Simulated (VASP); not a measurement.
# Al12H: single point with PBE+D3(BJ)

The system is Al12H, a slab with vacuum.

```xyz
13
Lattice="5.6315 0.0000 0.0000 -2.8157 4.8770 0.0000 0.0000 0.0000 21.6684" Properties=species:S:1:pos:R:3 pbc="T T T"
Al    1.4079    0.8128    4.0000
Al    0.0000    3.2513    4.0000
Al    4.2236    0.8128    4.0000
Al    2.8157    3.2513    4.0000
Al    0.0000    1.6257    6.2849
Al   -1.4079    4.0642    6.2849
Al    2.8157    1.6257    6.2849
Al    1.4079    4.0642    6.2849
Al    0.0000    0.0000    8.5684
Al   -1.4079    2.4385    8.5684
Al    2.8157    0.0000    8.5684
Al    1.4079    2.4385    8.5684
H     0.0000    1.6257   11.3684
```

```json
{"Program": "VASP 6.6.1", "Task": "single point", "Functional": "PBE", "Dispersion": "D3(BJ)", "Potentials or basis": "VASP PAW PBE potentials, release 64 (Al, H)", "Cutoff": "520 eV", "k mesh": "6 × 6 × 1", "Occupations": "gaussian, width 0.1 eV", "Spin": "no spin polarisation"}
```

| Property | Result |
| --- | --- |
| Largest force | 1.031 eV/Å |
| Band gap on the k mesh | zero (an odd number of electrons rules out a gap without spin polarisation) |
| Dispersion energy per atom | -0.224 eV |

Forces in eV/Å, atoms in the order of the input:
```
Al   0.107 -0.062 -0.073
Al   0.000  0.124 -0.073
Al  -0.107 -0.062 -0.073
Al   0.000  0.000 -0.125
Al   0.000  0.000  0.133
Al  -0.045 -0.026 -0.074
Al   0.000  0.052 -0.074
Al   0.045 -0.026 -0.074
Al   0.000  0.126  0.466
Al   0.109 -0.063  0.466
Al   0.000  0.000  0.064
Al  -0.109 -0.063  0.466
H    0.000  0.000 -1.031
```

Levels at points of the mesh, in eV from the Fermi level:
```tsv
k point	band 15	band 16	band 17	band 18	band 19	band 20	band 21	band 22	band 23	band 24
(0.00, 0.00, 0.00)	-2.79	-2.78	-0.66	-0.36	-0.36	-0.35	-0.13	-0.13	-0.01	1.05
(0.50, 0.00, 0.00)	-0.54	-0.53	-0.20	-0.17	-0.09	0.97	0.97	1.33	1.38	1.76
```

It took 3.5 min on 1 thread of Intel(R) Xeon(R) 6975P-C (Granite Rapids), with other jobs on the host, peak memory 0.64 GiB.
